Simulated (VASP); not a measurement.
## As: single point with PBE+D3(BJ)

The system is As, a slab with vacuum.

```
CELL_PARAMETERS angstrom
3.34800 0.00000 0.00000
-1.67400 2.89945 0.00000
0.00000 0.00000 28.57424
ATOMIC_POSITIONS crystal
As 0.33333 0.66667 0.47381
As 0.66667 0.33333 0.52619
```

| Quantity | Value |
| --- | --- |
| Program | VASP 6.6.1 |
| Task | single point |
| Functional | PBE |
| Dispersion | D3(BJ) |
| Potentials or basis | VASP PAW PBE potentials, release 64 (As_d) |
| Cutoff | 400 eV |
| k mesh | 9 × 9 × 1 |
| Occupations | gaussian, width 0.02 eV |
| Spin | no spin polarisation |

```json
{
  "Largest force": "0.505 eV/Å",
  "Dispersion energy per atom": "-0.240 eV"
}
```

Forces in eV/Å, atoms in the order of the input:
```
As   0.000  0.000  0.505
As   0.000  0.000 -0.505
```

Levels at points of the mesh, in eV from the Fermi level:
| k point | band 13 | band 14 | band 15 | band 16 | band 17 | band 18 |
| --- | --- | --- | --- | --- | --- | --- |
| (0.00, 0.00, 0.00) | -2.67 | -0.12 | -0.12 | 2.15 | 3.21 | 3.21 |

Wall time 76 s on 1 thread of Intel(R) Xeon(R) Platinum 8259CL CPU @ 2.50GHz (Skylake/Cascade Lake), on a shared host, peak memory 0.32 GiB.
